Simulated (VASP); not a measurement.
Input of a VASP 6.6.1 run:

The input INCAR:

```
  PREC = Accurate
  ENCUT = 520
  EDIFF = 1E-7
  ISMEAR = 0
  SIGMA = 0.01
  LREAL = False
  LASPH = True
  NELM = 60
  ALGO = Normal
  ISIF = 2
  LWAVE = False
  LCHARG = True
  GGA = PE
  LELF = True
  LVHAR = True
  NBANDS = 28
```

File KPOINTS:

```
regular mesh
0
Gamma
  6 6 4
```

Contents of POSCAR:

```
SnSe
1.0
    5.0747781458      0.0000000000      0.0000000000
   -2.5373890729      4.3948867929      0.0000000000
    0.0000000000      0.0000000000      6.1736757455
Sn Se
2 2
Direct
    0.3333333333      0.6666666667     -0.0391356265
    0.6666666667      0.3333333333      0.4608643735
    0.3333333333      0.6666666667      0.4141356265
    0.6666666667      0.3333333333      0.9141356265
```

Potentials or basis: VASP PAW PBE potentials, release 64 (Sn_d, Se).

Command:

```sh
$ cat potpaw_PBE.64/Sn_d/POTCAR potpaw_PBE.64/Se/POTCAR > POTCAR
$ mpirun -np 1 vasp_std > vasp.out
```

**Question.** What does it give for the pressure?

**Answer.** 0.9 GPa.

**Question.** Predict the largest force.

**Answer.** 0.112 eV/Å.

Forces on the atoms (eV/Å):
```
Sn   0.000  0.000 -0.112
Sn   0.000  0.000 -0.112
Se   0.000  0.000  0.112
Se   0.000  0.000  0.112
```
